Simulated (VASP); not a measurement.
# Hf (P6_3/mmc) in VASP: further runs

Runs on Hf. Level: PBEsol. Tasks: single point.

Everything below comes from runs of VASP 6.6.1. Logs are shortened: lines on timing, memory, paths and dates and some standing lists are left out, and cuts for length are marked.

### 1 The cell of the first run

The structure is hexagonal, space group P6_3/mmc (No. 194). The conventional cell has a = 3.068 Å, b = 3.068 Å, c = 4.877 Å, α = 90.00°, β = 90.00°, γ = 120.00°. Hf (site symmetry -6m2) has 12 Hf at 3.01 to 3.07 Å within 4.0 Å.

### 2 Single point, PBEsol (volume scaled by 0.920)

INCAR reads:

```
SYSTEM = Hf
ALGO = Normal
EDIFF = 1E-6
ENCUT = 520
GGA = PS
ISIF = 2
ISMEAR = 0
LASPH = .TRUE.
LCHARG = .FALSE.
LREAL = .FALSE.
LWAVE = .FALSE.
NBANDS = 17
NELM = 80
PREC = Accurate
SIGMA = 0.05
```

KPOINTS reads:

```
k-points
0
G
  16 16 10
  0 0 0
```

POSCAR reads:

```
Hf
1.0
    3.0677140068      0.0000000000      0.0000000000
   -1.5338570034      2.6567182615      0.0000000000
    0.0000000000      0.0000000000      4.8771413410
Hf
2
Direct
    0.3333333333      0.6666666667      0.2500000000
    0.6666666667      0.3333333333      0.7500000000
```

Potentials or basis: VASP PAW PBE potentials, release 64 (Hf_pv).

The run is started by

```
> cat potpaw_PBE.64/Hf_pv/POTCAR > POTCAR
> mpirun -np 1 vasp_std > vasp.out
```

OUTCAR:

```text
SYSTEM = Hf
   EDIFF = 1E-6
   ENCUT = 520
   GGA = PS
   ISIF = 2
   ISMEAR = 0
   LASPH = .TRUE.
   LREAL = .FALSE.
   NELM = 80
   PREC = Accurate

 ion  position               nearest neighbor table
   1  0.333  0.667  0.250-   2 3.01   2 3.01   2 3.01   2 3.01   2 3.01   2 3.01
   2  0.667  0.333  0.750-   1 3.01   1 3.01   1 3.01   1 3.01   1 3.01   1 3.01

  LATTYP: Found a hexagonal cell.
 ALAT       =     3.0677140068
 C/A-ratio  =     1.5898292117

  Lattice vectors:

 A1 = (   3.0677140068,   0.0000000000,   0.0000000000)
 A2 = (  -1.5338570034,   2.6567182615,   0.0000000000)
 A3 = (   0.0000000000,   0.0000000000,   4.8771413410)

Analysis of symmetry for initial positions (statically):
=====================================================================
 Subroutine PRICEL returns:
 Original cell was already a primitive cell.

 Routine SETGRP: Setting up the symmetry group for a
 hexagonal supercell.

 Subroutine GETGRP returns: Found 24 space group operations
 (whereof 12 operations were pure point group operations)
 out of a pool of 24 trial point group operations.

The static configuration has the point symmetry D_3d.
 The point group associated with its full space group is D_6h.

Analysis of symmetry for dynamics (positions and initial velocities):
=====================================================================
 Subroutine PRICEL returns:
 Original cell was already a primitive cell.

 Routine SETGRP: Setting up the symmetry group for a
 hexagonal supercell.

 Subroutine GETGRP returns: Found 24 space group operations
 (whereof 12 operations were pure point group operations)
 out of a pool of 24 trial point group operations.

The dynamic configuration has the point symmetry D_3d.
 The point group associated with its full space group is D_6h.

 Subroutine INISYM returns: Found 24 space group operations
 (whereof 12 operations are pure point group operations),
 and found     1 'primitive' translations

----------------------------------------------------------------------------------------

                                     Primitive cell

  volume of cell :      39.7490

  direct lattice vectors                    reciprocal lattice vectors
     3.067714007  0.000000000  0.000000000     0.325975628  0.188202117  0.000000000
    -1.533857003  2.656718262  0.000000000     0.000000000  0.376404233  0.000000000
     0.000000000  0.000000000  4.877141341     0.000000000  0.000000000  0.205038142

  length of vectors
     3.067714007  3.067714007  4.877141341     0.376404233  0.376404233  0.205038142

  position of ions in fractional coordinates (direct lattice)
     0.333333333  0.666666667  0.250000000
     0.666666667  0.333333333  0.750000000

  ion indices of the primitive-cell ions
   primitive index   ion index
                 1           1
                 2           2

----------------------------------------------------------------------------------------

 KPOINTS: k-points

Automatic generation of k-mesh.
 Grid dimensions read from file:
 generate k-points for:   16   16   10

 Generating k-lattice:

  Cartesian coordinates                     Fractional coordinates (reciprocal lattice)
     0.020373477  0.011762632  0.000000000     0.062500000  0.000000000  0.000000000
     0.000000000  0.023525265  0.000000000     0.000000000  0.062500000  0.000000000
     0.000000000  0.000000000  0.020503814     0.000000000  0.000000000  0.100000000

  Length of vectors
     0.023525265  0.023525265  0.020503814

  Shift w.r.t. Gamma in fractional coordinates (k-lattice)
     0.000000000  0.000000000  0.000000000

 Subroutine IBZKPT returns following result:
 ===========================================

 Found    180 irreducible k-points:

 Following reciprocal coordinates:
            Coordinates               Weight
  0.000000  0.000000  0.000000      1.000000
  0.062500  0.000000  0.000000      6.000000
  0.125000  0.000000  0.000000      6.000000
  0.187500  0.000000  0.000000      6.000000
  0.250000  0.000000  0.000000      6.000000
[... 43 lines left out ...]

 E-fermi :   5.6262     XC(G=0): -11.9447

 val. band max:        5.6210801492   @ k =   0.3750   0.2500   0.3000
 cond. band min:       5.6312399994   @ k =   0.2500   0.1875   0.5000
 fundamental gap:      0.0101598502
 Fermi energy:         5.6262074621

 k-point     1 :       0.0000    0.0000    0.0000
  band No.  band energies     occupation
      1     -25.3864      2.00000
      2     -24.2895      2.00000
      3     -24.2895      2.00000
      4     -24.1121      2.00000
      5     -24.1087      2.00000
      6     -24.1087      2.00000
[... 9 lines left out ...]
     16       8.5176      0.00000
     17      11.5976      0.00000

 k-point     2 :       0.0625    0.0000    0.0000
  band No.  band energies     occupation
      1     -25.3714      2.00000
      2     -24.3232      2.00000
      3     -24.3007      2.00000
      4     -24.1445      2.00000
      5     -24.1187      2.00000
      6     -24.1130      2.00000
[... 9 lines left out ...]
     16       8.3801      0.00000
     17      11.7203      0.00000

 k-point     3 :       0.1250    0.0000    0.0000
  band No.  band energies     occupation
      1     -25.3276      2.00000
      2     -24.4191      2.00000
      3     -24.3316      2.00000
      4     -24.2442      2.00000
      5     -24.1386      2.00000
      6     -24.1259      2.00000
[... 9 lines left out ...]
     16       8.2360      0.00000
     17      11.9918      0.00000

 k-point     4 :       0.1875    0.0000    0.0000
  band No.  band energies     occupation
      1     -25.2582      2.00000
      2     -24.5623      2.00000
      3     -24.3880      2.00000
      4     -24.3763      2.00000
      5     -24.1721      2.00000
      6     -24.1464      2.00000
[... 9 lines left out ...]
     16       8.8288      0.00000
     17      12.3036      0.00000
[... 343 lines left out ...]
      1     -25.1237      2.00000
      2     -24.9083      2.00000
      3     -24.8082      2.00000
      4     -24.6229      2.00000
      5     -24.4591      2.00000
      6     -24.3291      2.00000
[... 9 lines left out ...]
     16      12.6029      0.00000
     17      13.7072      0.00000

 k-point    23 :       0.1875    0.1875    0.0000
  band No.  band energies     occupation
      1     -25.0421      2.00000
      2     -24.8109      2.00000
      3     -24.7972      2.00000
      4     -24.4725      2.00000
      5     -24.2957      2.00000
      6     -24.2928      2.00000
[... 9 lines left out ...]
     16      11.3319      0.00000
     17      12.3687      0.00000

 k-point    24 :       0.2500    0.1875    0.0000
  band No.  band energies     occupation
      1     -24.9437      2.00000
      2     -24.9341      2.00000
      3     -24.8473      2.00000
      4     -24.5516      2.00000
      5     -24.3574      2.00000
      6     -24.3543      2.00000
[... 9 lines left out ...]
     16      12.3596      0.00000
     17      12.3987      0.00000

 [... further k-points ...]

------------------------ aborting loop because EDIFF is reached ----------------------------------------

  FORCE on cell =-STRESS in cart. coord.  units (eV):
  Direction    XX          YY          ZZ          XY          YZ          ZX
  --------------------------------------------------------------------------------------
  -------------------------------------------------------------------------------------
  Total        2.6149631      2.6149631      2.5785983      0.0000000      0.0000000      0.0000000
  in kB      105.4023848    105.4023848    103.9366151      0.0000000      0.0000000      0.0000000
  external PRESSURE =     104.9137949 kB  Pullay stress =       0.0000000 kB

 VOLUME and BASIS-vectors are now :
 -----------------------------------------------------------------------------
  energy-cutoff  :      520.00
  volume of cell :       39.75
      direct lattice vectors                 reciprocal lattice vectors
     3.067714007  0.000000000  0.000000000     0.325975628  0.188202117  0.000000000
    -1.533857003  2.656718262  0.000000000     0.000000000  0.376404233  0.000000000
     0.000000000  0.000000000  4.877141341     0.000000000  0.000000000  0.205038142

 POSITION                                       TOTAL-FORCE (eV/Angst)
 -----------------------------------------------------------------------------------
     -0.00000      1.77115      1.21929        -0.000000      0.000000      0.000000
      1.53386      0.88557      3.65786         0.000000     -0.000000      0.000000
 -----------------------------------------------------------------------------------
    total drift:                               -0.000000      0.000000     -0.000000

  FREE ENERGIE OF THE ION-ELECTRON SYSTEM (eV)
  ---------------------------------------------------
  free  energy   TOTEN  =       -20.9048735814 eV

  energy  without entropy=      -20.9033284992  energy(sigma->0) =      -20.90410104
```

Wall time 38 s (1 thread of Intel Xeon 6975P-C (Granite Rapids), shared host); peak memory 0.22 GiB.

Results:

- Free energy: -20.9049 eV
- Pressure: 10.5 GPa
- Band gap on the k mesh: zero (band 10 reaches 6.80 eV, above the bottom of band 11 at 5.16 eV)

Stress tensor (GPa, compression positive):
```
10.54  0.00  0.00
 0.00 10.54  0.00
 0.00  0.00 10.39
```

Levels at points of the mesh, in eV from the Fermi level:
| k point | band 7 | band 8 | band 9 | band 10 | band 11 | band 12 | band 13 | band 14 |
| --- | --- | --- | --- | --- | --- | --- | --- | --- |
| (0.00, 0.00, 0.00) | -7.80 | -4.13 | 1.09 | 1.17 | 1.17 | 1.44 | 2.12 | 2.12 |
| (0.50, 0.00, 0.00) | -3.58 | -3.24 | -2.66 | -0.54 | 0.75 | 0.98 | 1.86 | 6.73 |
| (0.00, 0.00, 0.50) | -5.61 | -5.61 | 0.07 | 0.07 | 1.06 | 1.06 | 1.06 | 1.06 |
| (0.50, 0.00, 0.50) | -3.84 | -3.84 | -1.26 | -1.26 | 1.64 | 1.64 | 2.90 | 2.90 |

Caveat: the PAW data sets were made with another functional, which shifts forces and pressure a little; spin-orbit coupling is left out, which moves the levels of the heavy elements.

### 3 Single point, PBEsol (volume scaled by 0.760)

INCAR reads:

```
ALGO = Normal ; EDIFF = 1E-6
ENCUT = 520 ; GGA = PS
ISIF = 2 ; ISMEAR = 0
LASPH = T ; LCHARG = T
LELF = T ; LREAL = F
LVHAR = T ; LWAVE = F
NBANDS = 17 ; NELM = 80
PREC = Accurate ; SIGMA = 0.05
```

KPOINTS reads:

```
k-points
0
Gamma
  18 18 10
```

POSCAR reads:

```
Hf
1.0
    2.8589480237      0.0000000000      0.0000000000
   -1.4294740119      2.4759216166      0.0000000000
    0.0000000000      0.0000000000      4.6388285941
Hf
2
Direct
    0.3333333333      0.6666666667      0.2500000000
    0.6666666667      0.3333333333      0.7500000000
```

Potentials or basis: VASP PAW PBE potentials, release 64 (Hf_pv).

The run is started by

```
> cat potpaw_PBE.64/Hf_pv/POTCAR > POTCAR
> mpirun -np 1 vasp_std > vasp.out
```

Run time: 57 s. Hardware: 1 thread of Intel Xeon 6975P-C (Granite Rapids), shared host; peak memory 0.23 GiB.

The run converged. Its results:

```
Free energy            : -19.7291 eV
Pressure               : 48.4 GPa
Band gap on the k mesh : zero (band 10 reaches 8.45 eV, above the bottom of band 11 at 6.83 eV)
```

Stress tensor (GPa, compression positive):
```
48.49  0.00  0.00
 0.00 48.49  0.00
 0.00  0.00 48.14
```

Levels at points of the mesh, in eV from the Fermi level:
```
           k point  band 6  band 7  band 8  band 9  band 10  band 11  band 12  band 13  band 14  band 15
(0.00, 0.00, 0.00)  -29.01   -8.30   -4.84    1.19     1.19     1.20     2.06     2.32     2.32     3.53
(0.50, 0.00, 0.00)  -29.27   -4.17   -3.92   -3.46     0.26     0.79     1.16     2.20     8.44     8.91
(0.00, 0.00, 0.50)  -29.15   -5.80   -5.80   -0.07    -0.07     1.10     1.10     1.10     1.10     6.50
(0.50, 0.00, 0.50)  -29.53   -4.60   -4.60   -1.88    -1.88     2.78     2.78     3.48     3.48     8.38
```

Caveat: the PAW data sets were made with another functional, which shifts forces and pressure a little; spin-orbit coupling is left out, which moves the levels of the heavy elements.

### 4 Single point, PBEsol (volume scaled by 0.640)

INCAR reads:

```
SYSTEM = Hf
  ALGO = Normal
  EDIFF = 1E-7
  ENCUT = 520
  GGA = PS
  ISIF = 2
  ISMEAR = 0
  LASPH = .TRUE.
  LCHARG = .FALSE.
  LREAL = .FALSE.
  LWAVE = .FALSE.
  NBANDS = 17
  NELM = 60
  PREC = Accurate
  SIGMA = 0.05
```

KPOINTS reads:

```
k-points
0
G
  20 20 10
  0 0 0
```

POSCAR reads:

```
Hf
1.0
    2.6583964307      0.0000000000      0.0000000000
   -1.3291982153      2.3022388423      0.0000000000
    0.0000000000      0.0000000000      4.5180157090
Hf
2
Direct
    0.3333333333      0.6666666667      0.2500000000
    0.6666666667      0.3333333333      0.7500000000
```

The run is started by

```
> cat potpaw_PBE.64/Hf_pv/POTCAR > POTCAR
> mpirun -np 1 vasp_std > vasp.out
```

Wall time 50 s (1 thread of Intel Xeon 6975P-C (Granite Rapids), shared host); peak memory 0.22 GiB.

The run converged. Its results:

| Property | Result |
| --- | --- |
| Free energy | -17.3583 eV |
| Pressure | 103.7 GPa |
| Band gap on the k mesh | zero (band 10 reaches 10.01 eV, above the bottom of band 11 at 8.11 eV) |

Stress tensor (GPa, compression positive):
```
103.85   0.00   0.00
  0.00 103.85   0.00
  0.00   0.00 103.28
```

Levels at points of the mesh, in eV from the Fermi level:
| k point | band 7 | band 8 | band 9 | band 10 | band 11 | band 12 | band 13 | band 14 |
| --- | --- | --- | --- | --- | --- | --- | --- | --- |
| (0.00, 0.00, 0.00) | -8.44 | -5.35 | 0.46 | 1.31 | 1.31 | 2.51 | 2.51 | 3.14 |
| (0.50, 0.00, 0.00) | -5.11 | -4.36 | -4.27 | 1.04 | 1.17 | 1.53 | 2.40 | 10.31 |
| (0.00, 0.00, 0.50) | -5.75 | -5.75 | -0.21 | -0.21 | 1.33 | 1.33 | 1.33 | 1.33 |
| (0.50, 0.00, 0.50) | -5.38 | -5.38 | -2.72 | -2.72 | 4.28 | 4.28 | 4.30 | 4.30 |

Caveat: the PAW data sets were made with another functional, which shifts forces and pressure a little; spin-orbit coupling is left out, which moves the levels of the heavy elements.

### 5 Single point, PBEsol (volume scaled by 0.960)

INCAR reads:

```
PREC = Accurate ; ENCUT = 520
EDIFF = 1E-6 ; ISMEAR = 0
SIGMA = 0.05 ; LREAL = False
LASPH = True ; NELM = 80
ALGO = Normal ; ISIF = 2
LWAVE = False ; LCHARG = False
GGA = PS ; NBANDS = 17
```

KPOINTS reads:

```
Automatic mesh
0
Gamma
  16 16 10
```

POSCAR reads:

```
Hf
1.0
    3.1144107981      0.0000000000      0.0000000000
   -1.5572053990      2.6971588690      0.0000000000
    0.0000000000      0.0000000000      4.9377226606
Hf
2
Direct
    0.3333333333      0.6666666667      0.2500000000
    0.6666666667      0.3333333333      0.7500000000
```

The run is started by

```
> cat potpaw_PBE.64/Hf_pv/POTCAR > POTCAR
> mpirun -np 1 vasp_std > vasp.out
```

Wall time 54 s (1 thread of Intel Xeon 6975P-C (Granite Rapids), shared host); peak memory 0.23 GiB.

Results (log left out):

```
Free energy            : -20.9852 eV
Pressure               : 4.6 GPa
Band gap on the k mesh : zero (band 10 reaches 6.48 eV, above the bottom of band 11 at 4.89 eV)
```

Stress tensor (GPa, compression positive):
```
4.65 0.00 0.00
0.00 4.65 0.00
0.00 0.00 4.38
```

Levels at points of the mesh, in eV from the Fermi level:
| k point | band 6 | band 7 | band 8 | band 9 | band 10 | band 11 | band 12 | band 13 | band 14 | band 15 |
| --- | --- | --- | --- | --- | --- | --- | --- | --- | --- | --- |
| (0.00, 0.00, 0.00) | -29.88 | -7.65 | -3.97 | 0.94 | 1.18 | 1.18 | 1.46 | 2.08 | 2.08 | 2.79 |
| (0.50, 0.00, 0.00) | -30.00 | -3.49 | -3.05 | -2.49 | -0.64 | 0.76 | 0.95 | 1.80 | 6.41 | 6.98 |
| (0.00, 0.00, 0.50) | -29.96 | -5.53 | -5.53 | 0.11 | 0.11 | 1.06 | 1.06 | 1.06 | 1.06 | 5.17 |
| (0.50, 0.00, 0.50) | -30.13 | -3.67 | -3.67 | -1.14 | -1.14 | 1.46 | 1.46 | 2.81 | 2.81 | 6.60 |

Caveat: the PAW data sets were made with another functional, which shifts forces and pressure a little; spin-orbit coupling is left out, which moves the levels of the heavy elements.

### 6 Single point, PBEsol (volume scaled by 0.800)

INCAR reads:

```
PREC = Accurate
ENCUT = 520
EDIFF = 1E-6
ISMEAR = 0
SIGMA = 0.05
LREAL = F
LASPH = T
NELM = 80
ALGO = Normal
ISIF = 2
LWAVE = F
LCHARG = F
GGA = PS
NBANDS = 17
```

KPOINTS reads:

```
regular mesh
0
Gamma
  18 18 10
```

POSCAR reads:

```
Hf
1.0
    2.9164230702      0.0000000000      0.0000000000
   -1.4582115351      2.5256964670      0.0000000000
    0.0000000000      0.0000000000      4.6924125740
Hf
2
Direct
    0.3333333333      0.6666666667      0.2500000000
    0.6666666667      0.3333333333      0.7500000000
```

Potentials or basis: VASP PAW PBE potentials, release 64 (Hf_pv).

The run is started by

```
> cat potpaw_PBE.64/Hf_pv/POTCAR > POTCAR
> mpirun -np 1 vasp_std > vasp.out
```

Run time: 47 s. Hardware: 1 thread of Intel Xeon 6975P-C (Granite Rapids), shared host; peak memory 0.23 GiB.

The run converged. Its results:

```
Free energy            : -20.1834 eV
Pressure               : 36.2 GPa
Band gap on the k mesh : zero (band 10 reaches 8.01 eV, above the bottom of band 11 at 6.36 eV)
```

Stress tensor (GPa, compression positive):
```
36.23  0.00  0.00
 0.00 36.23  0.00
 0.00  0.00 36.01
```

Levels at points of the mesh, in eV from the Fermi level:
```csv
k point,band 8,band 9,band 10,band 11,band 12,band 13
"(0.00, 0.00, 0.00)",-4.66,1.17,1.17,1.31,1.78,2.26
"(0.50, 0.00, 0.00)",-3.83,-3.23,-0.02,0.75,1.13,2.11
"(0.00, 0.00, 0.50)",-5.77,-0.03,-0.03,1.07,1.07,1.07
"(0.50, 0.00, 0.50)",-4.39,-1.69,-1.69,2.41,2.41,3.29
```

Caveat: the PAW data sets were made with another functional, which shifts forces and pressure a little; spin-orbit coupling is left out, which moves the levels of the heavy elements.

### 7 The runs side by side

| cell | k mesh | gap on the mesh (eV) | pressure (GPa) |
| --- | --- | --- | --- |
| a = 3.068, b = 3.068, c = 4.877 Å, angles 90.0, 90.0, 120.0°, 2 atoms | 16 × 16 × 10 | none | 10.5 |
| a = 2.859, b = 2.859, c = 4.639 Å, angles 90.0, 90.0, 120.0°, 2 atoms | 18 × 18 × 10 | none | 48.4 |
| a = 2.658, b = 2.658, c = 4.518 Å, angles 90.0, 90.0, 120.0°, 2 atoms | 20 × 20 × 10 | none | 103.7 |
| a = 3.114, b = 3.114, c = 4.938 Å, angles 90.0, 90.0, 120.0°, 2 atoms | 16 × 16 × 10 | none | 4.6 |
| a = 2.916, b = 2.916, c = 4.692 Å, angles 90.0, 90.0, 120.0°, 2 atoms | 18 × 18 × 10 | none | 36.2 |

Alike in all rows: task single point; level PBEsol; potentials or basis VASP PAW PBE potentials, release 64 (Hf_pv); no spin polarisation; cutoff (eV) 520; smearing gaussian 0.05 eV.

Caveats: the PAW data sets were made with another functional, which shifts forces and pressure a little; spin-orbit coupling is left out, which moves the levels of the heavy elements.

Total energies depend on the potentials used, so only differences within one code and one set of settings carry meaning.
